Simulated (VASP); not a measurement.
# BN (P6_3/mmc) in VASP: a series of runs

BN is run at these levels: r2SCAN; tasks: single point.

All numbers are computed with VASP 6.6.1; they aren't measurements. Logs are shortened: lines on timing, memory, paths and dates and some standing lists are left out, and cuts for length are marked.

## (1) The cell of the first run

It takes space group P6_3/mmc (No. 194, hexagonal). Conventional cell: a = 2.498 Å, b = 2.498 Å, c = 6.636 Å, α = 90.00°, β = 90.00°, γ = 120.00°. N (site symmetry -6m2) has 3 B at 1.44 Å within 1.9 Å. B (site symmetry -6m2) has 3 N at 1.44 Å within 1.9 Å.

## (2) Single point, r2SCAN

Contents of POSCAR:

```
BN
1.0
    2.4982400000      0.0000000000      0.0000000000
   -1.2491200000      2.1635393048      0.0000000000
    0.0000000000      0.0000000000      6.6357000000
N B
2 2
Direct
    0.6666666667      0.3333333333      0.2500000000
    0.3333333333      0.6666666667      0.7500000000
    0.6666666667      0.3333333333      0.7500000000
    0.3333333333      0.6666666667      0.2500000000
```

Contents of INCAR.step1:

```
SYSTEM = BN
ALGO = Normal
EDIFF = 1E-4
ENCUT = 520
GGA = PE
ISMEAR = -1
LASPH = .TRUE.
LCHARG = .FALSE.
LREAL = .FALSE.
LWAVE = .TRUE.
NBANDS = 16
NELM = 100
PREC = Accurate
SIGMA = 0.05
```

Contents of INCAR.step2:

```
SYSTEM = BN
ALGO = Normal
EDIFF = 1E-7
ENCUT = 520
ISIF = 2
ISMEAR = -1
ISTART = 1
LASPH = .TRUE.
LCHARG = .FALSE.
LMIXTAU = .TRUE.
LREAL = .FALSE.
LWAVE = .FALSE.
METAGGA = R2SCAN
NBANDS = 16
NELM = 100
PREC = Accurate
SIGMA = 0.05
```

Contents of KPOINTS:

```
k-points
0
G
  12 12 4
  0 0 0
```

Potentials or basis: VASP PAW PBE potentials, release 64 (N, B).

Run with:

```sh
cat potpaw_PBE.64/N/POTCAR potpaw_PBE.64/B/POTCAR > POTCAR
cp INCAR.step1 INCAR
mpirun -np 1 vasp_std > vasp.out
cp INCAR.step2 INCAR
mpirun -np 1 vasp_std > vasp.out
```

OUTCAR:

```text
SYSTEM = BN
   EDIFF = 1E-7
   ENCUT = 520
   ISIF = 2
   ISMEAR = -1
   ISTART = 1
   LASPH = .TRUE.
   LREAL = .FALSE.
   METAGGA = R2SCAN
   NELM = 100
   PREC = Accurate

 ion  position               nearest neighbor table
   1  0.667  0.333  0.250-   4 1.44   4 1.44   4 1.44
   2  0.333  0.667  0.750-   3 1.44   3 1.44   3 1.44
   3  0.667  0.333  0.750-   2 1.44   2 1.44   2 1.44
   4  0.333  0.667  0.250-   1 1.44   1 1.44   1 1.44

  LATTYP: Found a hexagonal cell.
 ALAT       =     2.4982400000
 C/A-ratio  =     2.6561499296

  Lattice vectors:

 A1 = (   2.4982400000,   0.0000000000,   0.0000000000)
 A2 = (  -1.2491200000,   2.1635393048,   0.0000000000)
 A3 = (   0.0000000000,   0.0000000000,   6.6357000000)

Analysis of symmetry for initial positions (statically):
=====================================================================
 Subroutine PRICEL returns:
 Original cell was already a primitive cell.

 Routine SETGRP: Setting up the symmetry group for a
 hexagonal supercell.

 Subroutine GETGRP returns: Found 24 space group operations
 (whereof 12 operations were pure point group operations)
 out of a pool of 24 trial point group operations.

The static configuration has the point symmetry D_3d.
 The point group associated with its full space group is D_6h.

Analysis of symmetry for dynamics (positions and initial velocities):
=====================================================================
 Subroutine PRICEL returns:
 Original cell was already a primitive cell.

 Routine SETGRP: Setting up the symmetry group for a
 hexagonal supercell.

 Subroutine GETGRP returns: Found 24 space group operations
 (whereof 12 operations were pure point group operations)
 out of a pool of 24 trial point group operations.

The dynamic configuration has the point symmetry D_3d.
 The point group associated with its full space group is D_6h.

 Subroutine INISYM returns: Found 24 space group operations
 (whereof 12 operations are pure point group operations),
 and found     1 'primitive' translations

----------------------------------------------------------------------------------------

                                     Primitive cell

  volume of cell :      35.8662

  direct lattice vectors                    reciprocal lattice vectors
     2.498240000  0.000000000  0.000000000     0.400281798  0.231102804  0.000000000
    -1.249120000  2.163539305  0.000000000     0.000000000  0.462205608  0.000000000
     0.000000000  0.000000000  6.635700000     0.000000000  0.000000000  0.150700002

  length of vectors
     2.498240000  2.498240000  6.635700000     0.462205608  0.462205608  0.150700002

  position of ions in fractional coordinates (direct lattice)
     0.666666667  0.333333333  0.250000000
     0.333333333  0.666666667  0.750000000
     0.666666667  0.333333333  0.750000000
     0.333333333  0.666666667  0.250000000

  ion indices of the primitive-cell ions
   primitive index   ion index
                 1           1
                 2           2
                 3           3
                 4           4

----------------------------------------------------------------------------------------

 KPOINTS: k-points

Automatic generation of k-mesh.
 Grid dimensions read from file:
 generate k-points for:   12   12    4

 Generating k-lattice:

  Cartesian coordinates                     Fractional coordinates (reciprocal lattice)
     0.033356817  0.019258567  0.000000000     0.083333333 -0.000000000  0.000000000
     0.000000000  0.038517134  0.000000000     0.000000000  0.083333333  0.000000000
     0.000000000  0.000000000  0.037675000     0.000000000  0.000000000  0.250000000

  Length of vectors
     0.038517134  0.038517134  0.037675000

  Shift w.r.t. Gamma in fractional coordinates (k-lattice)
     0.000000000  0.000000000  0.000000000

 Subroutine IBZKPT returns following result:
 ===========================================

 Found     57 irreducible k-points:

 Following reciprocal coordinates:
            Coordinates               Weight
  0.000000  0.000000  0.000000      1.000000
  0.083333 -0.000000  0.000000      6.000000
  0.166667  0.000000  0.000000      6.000000
  0.250000  0.000000  0.000000      6.000000
  0.333333  0.000000  0.000000      6.000000
  0.416667  0.000000  0.000000      6.000000
[... 16 lines left out ...]
  0.250000  0.000000  0.250000     12.000000
  0.333333  0.000000  0.250000     12.000000
 [... further k-points ...]
   k-points           NKPTS =     57   k-points in BZ     NKDIM =     57   number of bands    NBANDS=     16
   number of dos      NEDOS =    301   number of ions     NIONS =      4
   total plane-waves  NPLWV =  20000
   dimension x,y,z NGX =    20 NGY =   20 NGZ =   50
   dimension x,y,z NGXF=    40 NGYF=   40 NGZF=  100
   ions per type =               2   2
   NGX,Y,Z   is equivalent  to a cutoff of  13.31, 13.31, 12.53 a.u.
   NGXF,Y,Z  is equivalent  to a cutoff of  26.62, 26.62, 25.05 a.u.
 SYSTEM =  BN
   PREC   = accura    normal or accurate (medium, high low for compatibility)
   ISTART =      1    job   : 0-new  1-cont  2-samecut
   ICHARG =      0    charge: 1-file 2-atom 10-const
   ISPIN  =      1    spin polarized calculation?
   LNONCOLLINEAR =      F non collinear calculations
   LSORBIT =      F    spin-orbit coupling
   LASPH  =      T    aspherical Exc in radial PAW
   ENCUT  =  520.0 eV  38.22 Ry    6.18 a.u.   4.65  4.65 12.34*2*pi/ulx,y,z
   NELM   =    100;   NELMIN=  2; NELMDL=  0     # of ELM steps
   EDIFF  = 0.1E-06   stopping-criterion for ELM
   LREAL  =      F    real-space projection
   EDIFFG = 0.1E-05   stopping-criterion for IOM
   NSW    =      0    number of steps for IOM
   IBRION =     -1    ionic relax: 0-MD 1-quasi-New 2-CG
   NFREE  =      0    steps in history (QN), initial steepest desc. (CG)
   ISIF   =      2    stress and relaxation
   ISYM   =      2    0-nonsym 1-usesym 2-fastsym
   POTIM  = 0.5000    time-step for ionic-motion
   TEBEG  =    0.0;   TEEND  =   0.0 temperature during run
   PSTRESS=    0.0 pullay stress
   NELECT =      16.0000    total number of electrons
   NUPDOWN=      -1.0000    fix difference up-down
   EMIN   =  10.00;   EMAX   =-10.00  energy-range for DOS
   EFERMI =   0.00;   METHOD = LEGACY
   ISMEAR =    -1;   SIGMA  =   0.05  broadening in eV -4-tet -1-fermi 0-gaus
   EFERMI_NEDOS =   21; number of points for ismear=-14 and -15
   IALGO  =     38    algorithm
   IMIX   =      4    mixing-type and parameters
     AMIX     =   0.40;   BMIX     =  1.00
     AMIX_MAG =   1.60;   BMIX_MAG =  1.00
  volume/ion in A,a.u.               =       8.97        60.51
  Fermi-wavevector in a.u.,A,eV,Ry     =   1.250891  2.363842 21.289433  1.564729
  Thomas-Fermi vector in A             =   2.384864
   LORBIT       =      0    0 simple, 1 ext, 2 COOP (PROOUT), +10 PAW based schemes
   METAGGA = R2SCAN    functional components
   LHFCALC =     F    Hartree Fock is set to
   AEXX    =    0.0000 exact exchange contribution
   IVDW    =     0    specifies the selected vdW correction
   LEPSILON=     F    determine dielectric tensor
   LRPA    =     F    only Hartree local field effects (RPA)
 non-spin polarized calculation
  energy-cutoff  :      520.00
  volume of cell :       35.87
 maximum number of plane-waves:       985
 NGX is ok and might be reduce to    20
   NGX =  9   NGY =  9   NGZ = 25

 number of electron      15.9999997 magnetization

 Free energy of the ion-electron system (eV)
  ---------------------------------------------------
  ext. energy  EPLUGINS =         0.00000000
  ---------------------------------------------------
  free energy    TOTEN  =       -38.59158740 eV

  energy without entropy =      -38.59158740  energy(sigma->0) =      -38.59158740

 E-fermi :   3.1027     XC(G=0): -10.7585

 val. band max:        2.0469752460   @ k =   0.3333   0.3333   0.5000
 cond. band min:       6.9332486120   @ k =   0.5000   0.0000   0.0000
 fundamental gap:      4.8862733660
 Fermi energy:         3.1027429311

 k-point     1 :       0.0000    0.0000    0.0000
  band No.  band energies     occupation
      1     -16.7873      2.00000
      2     -16.4955      2.00000
      3      -4.3629      2.00000
      4      -2.1716      2.00000
      5       0.7027      2.00000
      6       0.7027      2.00000
[... 8 lines left out ...]
     15      15.2390      0.00000
     16      16.4477      0.00000

 k-point     2 :       0.0833   -0.0000    0.0000
  band No.  band energies     occupation
      1     -16.6449      2.00000
      2     -16.3576      2.00000
      3      -4.1678      2.00000
      4      -1.9957      2.00000
      5       0.1136      2.00000
      6       0.1486      2.00000
[... 8 lines left out ...]
     15      15.7381      0.00000
     16      15.8803      0.00000

 k-point     3 :       0.1667    0.0000    0.0000
  band No.  band energies     occupation
      1     -16.2259      2.00000
      2     -15.9524      2.00000
      3      -3.5898      2.00000
      4      -1.4792      2.00000
      5      -1.3800      2.00000
      6      -1.3377      2.00000
[... 8 lines left out ...]
     15      16.8690      0.00000
     16      16.9312      0.00000

 k-point     4 :       0.2500    0.0000    0.0000
  band No.  band energies     occupation
      1     -15.5595      2.00000
      2     -15.3105      2.00000
      3      -3.2738      2.00000
      4      -3.2101      2.00000
      5      -2.6558      2.00000
      6      -1.0065      2.00000
[... 8 lines left out ...]
     15      18.4907      0.00000
     16      19.1692      0.00000
[... 324 lines left out ...]
 k-point    22 :       0.1667    0.0000    0.2500
  band No.  band energies     occupation
      1     -16.1878      2.00000
      2     -15.9945      2.00000
      3      -3.3348      2.00000
      4      -1.8805      2.00000
      5      -1.3672      2.00000
      6      -1.3185      2.00000
[... 8 lines left out ...]
     15      16.7623      0.00000
     16      16.8499      0.00000

 k-point    23 :       0.2500    0.0000    0.2500
  band No.  band energies     occupation
      1     -15.5246      2.00000
      2     -15.3485      2.00000
      3      -3.2783      2.00000
      4      -3.2263      2.00000
      5      -2.3922      2.00000
      6      -1.0055      2.00000
[... 8 lines left out ...]
     15      19.1853      0.00000
     16      19.2737      0.00000

 k-point    24 :       0.3333    0.0000    0.2500
  band No.  band energies     occupation
      1     -14.6886      2.00000
      2     -14.5406      2.00000
      3      -5.1438      2.00000
      4      -5.0843      2.00000
      5      -1.6585      2.00000
      6      -1.6131      2.00000
[... 8 lines left out ...]
     15      19.9539      0.00000
     16      21.8987      0.00000

 [... further k-points ...]

------------------------ aborting loop because EDIFF is reached ----------------------------------------

  FORCE on cell =-STRESS in cart. coord.  units (eV):
  Direction    XX          YY          ZZ          XY          YZ          ZX
  --------------------------------------------------------------------------------------
  -------------------------------------------------------------------------------------
  Total        0.4353301      0.4353301      0.1539799      0.0000000     -0.0000000     -0.0000000
  in kB       19.4465968     19.4465968      6.8784248      0.0000000     -0.0000000     -0.0000000
  external PRESSURE =      15.2572061 kB  Pullay stress =       0.0000000 kB

 VOLUME and BASIS-vectors are now :
 -----------------------------------------------------------------------------
  energy-cutoff  :      520.00
  volume of cell :       35.87
      direct lattice vectors                 reciprocal lattice vectors
     2.498240000  0.000000000  0.000000000     0.400281798  0.231102804  0.000000000
    -1.249120000  2.163539305  0.000000000     0.000000000  0.462205608  0.000000000
     0.000000000  0.000000000  6.635700000     0.000000000  0.000000000  0.150700002

 POSITION                                       TOTAL-FORCE (eV/Angst)
 -----------------------------------------------------------------------------------
      1.24912      0.72118      1.65892        -0.000000     -0.000000      0.000000
     -0.00000      1.44236      4.97677        -0.000000      0.000000      0.000000
      1.24912      0.72118      4.97677         0.000000      0.000000      0.000000
     -0.00000      1.44236      1.65892         0.000000     -0.000000      0.000000
 -----------------------------------------------------------------------------------
    total drift:                                0.000000     -0.000000      0.000000

  FREE ENERGIE OF THE ION-ELECTRON SYSTEM (eV)
  ---------------------------------------------------
  free  energy   TOTEN  =       -38.5915873952 eV

  energy  without entropy=      -38.5915873952  energy(sigma->0) =      -38.59158740
```

Wall time 2.7 min (1 thread of AMD EPYC 7R43 (Zen 3), shared host); peak memory 0.13 GiB.

What came out:

* Free energy: -38.5916 eV
* Pressure: 1.5 GPa
* Band gap on the k mesh: 4.89 eV, indirect (least direct gap 5.32 eV)

Levels at points of the mesh, in eV from the valence-band top:
| k point | band 5 | band 6 | band 7 | band 8 | band 9 | band 10 | band 11 | band 12 |
| --- | --- | --- | --- | --- | --- | --- | --- | --- |
| (0.00, 0.00, 0.00) | -1.34 | -1.34 | -1.31 | -1.31 | 5.64 | 11.12 | 12.36 | 12.36 |
| (0.50, 0.00, 0.00) | -4.30 | -4.23 | -1.45 | -0.44 | 4.89 | 6.35 | 10.28 | 10.74 |
| (0.00, 0.00, 0.50) | -1.32 | -1.32 | -1.32 | -1.32 | 8.15 | 8.15 | 12.42 | 12.42 |
| (0.50, 0.00, 0.50) | -4.26 | -4.26 | -0.92 | -0.92 | 5.36 | 5.36 | 10.71 | 10.71 |

Caveat: the PAW data sets were made with another functional, which shifts forces and pressure a little. A k mesh can miss the band edges.

[end of part 1 of 2]
